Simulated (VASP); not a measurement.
# SbW (P6_3/mmc) in VASP: notebook

Aim: see how the results for SbW move with the level of theory and the settings. Levels: LDA, PBE. Tasks: single point.

Everything below comes from runs of VASP 6.6.1. Logs are shortened: lines on timing, memory, paths and dates and some standing lists are left out, and cuts for length are marked.

### 1 The cell of the first run

Symmetry: P6_3/mmc, No. 194, hexagonal system. The conventional cell has a = 4.400 Å, b = 4.400 Å, c = 5.210 Å, α = 90.00°, β = 90.00°, γ = 120.00°. W (site symmetry -3m) has 2 W at 2.61 Å and 6 Sb at 2.85 Å within 3.4 Å. Sb (site symmetry -6m2) has 6 W at 2.85 Å and 6 Sb at 3.64 Å within 3.8 Å.

### 2 Single point, LDA

INCAR reads:

```
PREC = Accurate
ENCUT = 520
EDIFF = 1E-6
ISMEAR = 0
SIGMA = 0.05
LREAL = F
LASPH = T
NELM = 100
ALGO = Normal
ISIF = 2
LWAVE = F
LCHARG = F
GGA = CA
NBANDS = 27
```

KPOINTS reads:

```
Automatic mesh
0
Gamma
  10 10 6
```

POSCAR reads:

```
SbW
1.0
    4.4002257458      0.0000000000      0.0000000000
   -2.2001128729      3.8107072783      0.0000000000
    0.0000000000      0.0000000000      5.2102217637
W Sb
2 2
Direct
    0.0000000000      0.0000000000      0.0000000000
    0.0000000000      0.0000000000      0.5000000000
    0.3333333333      0.6666666667      0.2500000000
    0.6666666667      0.3333333333      0.7500000000
```

Potentials or basis: VASP PAW LDA potentials, release 64 (W_sv, Sb).

Started as:

```sh
$ cat potpaw_LDA.64/W_sv/POTCAR potpaw_LDA.64/Sb/POTCAR > POTCAR
$ mpirun -np 1 vasp_std > vasp.out
```

OUTCAR:

```text
PREC = Accurate
   ENCUT = 520
   EDIFF = 1E-6
   ISMEAR = 0
   LREAL = F
   LASPH = T
   NELM = 100
   ISIF = 2
   GGA = CA

 ion  position               nearest neighbor table
   1  0.000  0.000  0.000-   2 2.61   2 2.61   4 2.85   3 2.85   4 2.85   3 2.85   4 2.85   3 2.85

   2  0.000  0.000  0.500-   1 2.61   1 2.61   4 2.85   3 2.85   4 2.85   3 2.85   4 2.85   3 2.85

   3  0.333  0.667  0.250-   1 2.85   2 2.85   1 2.85   2 2.85   1 2.85   2 2.85   4 3.64   4 3.64
                             4 3.64   4 3.64   4 3.64   4 3.64
   4  0.667  0.333  0.750-   1 2.85   2 2.85   1 2.85   2 2.85   1 2.85   2 2.85   3 3.64   3 3.64
                             3 3.64   3 3.64   3 3.64   3 3.64

  LATTYP: Found a hexagonal cell.
 ALAT       =     4.4002257458
 C/A-ratio  =     1.1840805597

  Lattice vectors:

 A1 = (   4.4002257458,   0.0000000000,   0.0000000000)
 A2 = (  -2.2001128729,   3.8107072783,   0.0000000000)
 A3 = (   0.0000000000,   0.0000000000,   5.2102217637)

Analysis of symmetry for initial positions (statically):
=====================================================================
 Subroutine PRICEL returns:
 Original cell was already a primitive cell.

 Routine SETGRP: Setting up the symmetry group for a
 hexagonal supercell.

 Subroutine GETGRP returns: Found 24 space group operations
 (whereof 12 operations were pure point group operations)
 out of a pool of 24 trial point group operations.

The static configuration has the point symmetry D_3d.
 The point group associated with its full space group is D_6h.

Analysis of symmetry for dynamics (positions and initial velocities):
=====================================================================
 Subroutine PRICEL returns:
 Original cell was already a primitive cell.

 Routine SETGRP: Setting up the symmetry group for a
 hexagonal supercell.

 Subroutine GETGRP returns: Found 24 space group operations
 (whereof 12 operations were pure point group operations)
 out of a pool of 24 trial point group operations.

The dynamic configuration has the point symmetry D_3d.
 The point group associated with its full space group is D_6h.

 Subroutine INISYM returns: Found 24 space group operations
 (whereof 12 operations are pure point group operations),
 and found     1 'primitive' translations

----------------------------------------------------------------------------------------

                                     Primitive cell

  volume of cell :      87.3649

  direct lattice vectors                    reciprocal lattice vectors
     4.400225746  0.000000000  0.000000000     0.227261067  0.131209238  0.000000000
    -2.200112873  3.810707278  0.000000000     0.000000000  0.262418477  0.000000000
     0.000000000  0.000000000  5.210221764     0.000000000  0.000000000  0.191930410

  length of vectors
     4.400225746  4.400225746  5.210221764     0.262418477  0.262418477  0.191930410

  position of ions in fractional coordinates (direct lattice)
     0.000000000  0.000000000  0.000000000
     0.000000000  0.000000000  0.500000000
     0.333333333  0.666666667  0.250000000
     0.666666667  0.333333333  0.750000000

  ion indices of the primitive-cell ions
   primitive index   ion index
                 1           1
                 2           2
                 3           3
                 4           4

----------------------------------------------------------------------------------------

 KPOINTS: Automatic mesh

Automatic generation of k-mesh.
 Grid dimensions read from file:
 generate k-points for:   10   10    6

 Generating k-lattice:

  Cartesian coordinates                     Fractional coordinates (reciprocal lattice)
     0.022726107  0.013120924  0.000000000     0.100000000  0.000000000  0.000000000
     0.000000000  0.026241848  0.000000000     0.000000000  0.100000000  0.000000000
     0.000000000  0.000000000  0.031988402     0.000000000  0.000000000  0.166666667

  Length of vectors
     0.026241848  0.026241848  0.031988402

  Shift w.r.t. Gamma in fractional coordinates (k-lattice)
     0.000000000  0.000000000  0.000000000

 Subroutine IBZKPT returns following result:
 ===========================================

 Found     56 irreducible k-points:

 Following reciprocal coordinates:
            Coordinates               Weight
  0.000000  0.000000  0.000000      1.000000
  0.100000  0.000000  0.000000      6.000000
  0.200000  0.000000  0.000000      6.000000
  0.300000  0.000000  0.000000      6.000000
  0.400000  0.000000  0.000000      6.000000
  0.500000 -0.000000  0.000000      3.000000
[... 16 lines left out ...]
  0.300000  0.100000  0.166667     24.000000
  0.400000  0.100000  0.166667     24.000000
 [... further k-points ...]
   k-points           NKPTS =     56   k-points in BZ     NKDIM =     56   number of bands    NBANDS=     27
   number of dos      NEDOS =    301   number of ions     NIONS =      4
   total plane-waves  NPLWV =  51840
   dimension x,y,z NGX =    36 NGY =   36 NGZ =   40
   dimension x,y,z NGXF=    72 NGYF=   72 NGZF=   80
   ions per type =               2   2
   NGX,Y,Z   is equivalent  to a cutoff of  13.60, 13.60, 12.76 a.u.
   NGXF,Y,Z  is equivalent  to a cutoff of  27.20, 27.20, 25.53 a.u.
 SYSTEM =  unknown system
   PREC   = accura    normal or accurate (medium, high low for compatibility)
   ISTART =      0    job   : 0-new  1-cont  2-samecut
   ICHARG =      2    charge: 1-file 2-atom 10-const
   ISPIN  =      1    spin polarized calculation?
   LNONCOLLINEAR =      F non collinear calculations
   LSORBIT =      F    spin-orbit coupling
   LASPH  =      T    aspherical Exc in radial PAW
   ENCUT  =  520.0 eV  38.22 Ry    6.18 a.u.   8.18  8.18  9.69*2*pi/ulx,y,z
   NELM   =    100;   NELMIN=  2; NELMDL= -5     # of ELM steps
   EDIFF  = 0.1E-05   stopping-criterion for ELM
   LREAL  =      F    real-space projection
   EDIFFG = 0.1E-04   stopping-criterion for IOM
   NSW    =      0    number of steps for IOM
   IBRION =     -1    ionic relax: 0-MD 1-quasi-New 2-CG
   NFREE  =      0    steps in history (QN), initial steepest desc. (CG)
   ISIF   =      2    stress and relaxation
   ISYM   =      2    0-nonsym 1-usesym 2-fastsym
   POTIM  = 0.5000    time-step for ionic-motion
   TEBEG  =    0.0;   TEEND  =   0.0 temperature during run
   PSTRESS=    0.0 pullay stress
   NELECT =      38.0000    total number of electrons
   NUPDOWN=      -1.0000    fix difference up-down
   EMIN   =  10.00;   EMAX   =-10.00  energy-range for DOS
   EFERMI =   0.00;   METHOD = LEGACY
   ISMEAR =     0;   SIGMA  =   0.05  broadening in eV -4-tet -1-fermi 0-gaus
   EFERMI_NEDOS =   21; number of points for ismear=-14 and -15
   IALGO  =     38    algorithm
   IMIX   =      4    mixing-type and parameters
     AMIX     =   0.40;   BMIX     =  1.00
     AMIX_MAG =   1.60;   BMIX_MAG =  1.00
  volume/ion in A,a.u.               =      21.84       147.39
  Fermi-wavevector in a.u.,A,eV,Ry     =   1.240387  2.343991 20.933369  1.538559
  Thomas-Fermi vector in A             =   2.374830
   LORBIT       =      0    0 simple, 1 ext, 2 COOP (PROOUT), +10 PAW based schemes
   GGA     = CA    functional components
   LHFCALC =     F    Hartree Fock is set to
   AEXX    =    0.0000 exact exchange contribution
   IVDW    =     0    specifies the selected vdW correction
   LEPSILON=     F    determine dielectric tensor
   LRPA    =     F    only Hartree local field effects (RPA)
 non-spin polarized calculation
 Gauss-broadening in eV      SIGMA  =   0.05
  energy-cutoff  :      520.00
  volume of cell :       87.36
 maximum number of plane-waves:      2370
 NGX is ok and might be reduce to    36
   NGX = 17   NGY = 17   NGZ = 19

 number of electron      38.0000004 magnetization

 Free energy of the ion-electron system (eV)
  ---------------------------------------------------
  ext. energy  EPLUGINS =         0.00000000
  ---------------------------------------------------
  free energy    TOTEN  =       -35.49805214 eV

  energy without entropy =      -35.49500716  energy(sigma->0) =      -35.49652965

 E-fermi :   8.7424     XC(G=0): -11.4820

 val. band max:        8.7067310997   @ k =   0.1000   0.1000   0.1667
 cond. band min:       8.7637076263   @ k =   0.2000   0.2000   0.0000
 fundamental gap:      0.0569765266
 Fermi energy:         8.7423768952

 k-point     1 :       0.0000    0.0000    0.0000
  band No.  band energies     occupation
      1     -64.5996      2.00000
      2     -64.4883      2.00000
      3     -29.7204      2.00000
      4     -29.1294      2.00000
      5     -29.1294      2.00000
      6     -28.9647      2.00000
[... 19 lines left out ...]
     26      14.3716      0.00000
     27      14.3716      0.00000

 k-point     2 :       0.1000    0.0000    0.0000
  band No.  band energies     occupation
      1     -64.5996      2.00000
      2     -64.4883      2.00000
      3     -29.7202      2.00000
      4     -29.1307      2.00000
      5     -29.1297      2.00000
      6     -28.9654      2.00000
[... 19 lines left out ...]
     26      13.8737      0.00000
     27      14.1799      0.00000

 k-point     3 :       0.2000    0.0000    0.0000
  band No.  band energies     occupation
      1     -64.5996      2.00000
      2     -64.4883      2.00000
      3     -29.7195      2.00000
      4     -29.1341      2.00000
      5     -29.1307      2.00000
      6     -28.9673      2.00000
[... 19 lines left out ...]
     26      13.4698      0.00000
     27      13.6522      0.00000

 k-point     4 :       0.3000    0.0000    0.0000
  band No.  band energies     occupation
      1     -64.5995      2.00000
      2     -64.4883      2.00000
      3     -29.7186      2.00000
      4     -29.1383      2.00000
      5     -29.1318      2.00000
      6     -28.9697      2.00000
[... 19 lines left out ...]
     26      13.8708      0.00000
     27      13.9217      0.00000
[... 516 lines left out ...]
      4     -29.1255      2.00000
      5     -29.1208      2.00000
      6     -28.9801      2.00000
[... 19 lines left out ...]
     26      13.2929      0.00000
     27      14.4635      0.00000

 k-point    23 :       0.3000    0.1000    0.1667
  band No.  band energies     occupation
      1     -64.5921      2.00000
      2     -64.4958      2.00000
      3     -29.6324      2.00000
      4     -29.1289      2.00000
      5     -29.1220      2.00000
      6     -28.9822      2.00000
[... 19 lines left out ...]
     26      13.6793      0.00000
     27      14.6440      0.00000

 k-point    24 :       0.4000    0.1000    0.1667
  band No.  band energies     occupation
      1     -64.5920      2.00000
      2     -64.4957      2.00000
      3     -29.6319      2.00000
      4     -29.1311      2.00000
      5     -29.1227      2.00000
      6     -28.9835      2.00000
[... 19 lines left out ...]
     26      13.7964      0.00000
     27      14.9106      0.00000

 [... further k-points ...]
[... 5 lines left out ...]
  --------------------------------------------------------------------------------------
  -------------------------------------------------------------------------------------
  Total       -3.7380253     -3.7380253     -4.2349647      0.0000000      0.0000000      0.0000000
  in kB      -68.5513578    -68.5513578    -77.6646916      0.0000000      0.0000000      0.0000000
  external PRESSURE =     -71.5891357 kB  Pullay stress =       0.0000000 kB

 VOLUME and BASIS-vectors are now :
 -----------------------------------------------------------------------------
  energy-cutoff  :      520.00
  volume of cell :       87.36
      direct lattice vectors                 reciprocal lattice vectors
     4.400225746  0.000000000  0.000000000     0.227261067  0.131209238  0.000000000
    -2.200112873  3.810707278  0.000000000     0.000000000  0.262418477  0.000000000
     0.000000000  0.000000000  5.210221764     0.000000000  0.000000000  0.191930410

 POSITION                                       TOTAL-FORCE (eV/Angst)
 -----------------------------------------------------------------------------------
      0.00000      0.00000      0.00000        -0.000000      0.000000      0.000000
      0.00000      0.00000      2.60511        -0.000000      0.000000      0.000000
     -0.00000      2.54047      1.30256         0.000000      0.000000     -0.000000
      2.20011      1.27024      3.90767        -0.000000     -0.000000     -0.000000
 -----------------------------------------------------------------------------------
    total drift:                                0.000000      0.000000     -0.000000

  FREE ENERGIE OF THE ION-ELECTRON SYSTEM (eV)
  ---------------------------------------------------
  free  energy   TOTEN  =       -35.4980521363 eV

  energy  without entropy=      -35.4950071584  energy(sigma->0) =      -35.49652965
```

It took 3.8 min on 1 thread of Intel Xeon 8259CL, shared host; peak memory 0.25 GiB.

Results:

```yaml
Free_energy: -35.4981 eV
Pressure: -7.2 GPa
Band_gap_on_the_k_mesh: zero (bands 19 and 20 overlap by 1.42 eV)
```

Levels at points of the mesh, in eV from the Fermi level:
| k point | band 16 | band 17 | band 18 | band 19 | band 20 | band 21 | band 22 | band 23 |
| --- | --- | --- | --- | --- | --- | --- | --- | --- |
| (0.00, 0.00, 0.00) | -2.21 | -0.16 | -0.16 | 0.25 | 0.25 | 2.56 | 2.57 | 3.13 |
| (0.50, 0.00, 0.00) | -2.18 | -1.78 | -1.37 | -0.71 | 0.58 | 0.70 | 2.06 | 2.86 |
| (0.00, 0.00, 0.50) | -1.86 | -0.69 | -0.69 | -0.69 | -0.69 | 0.17 | 0.17 | 4.59 |
| (0.50, 0.00, 0.50) | -1.96 | -0.14 | -0.14 | 0.02 | 0.02 | 0.07 | 0.07 | 2.55 |

Caveat: the cell stands under tension; spin-orbit coupling is left out, which moves the levels of the heavy elements.

(Continued in part 2 of 2.)

The gap in the log of VASP goes by the Fermi energy; the results here count the filled bands.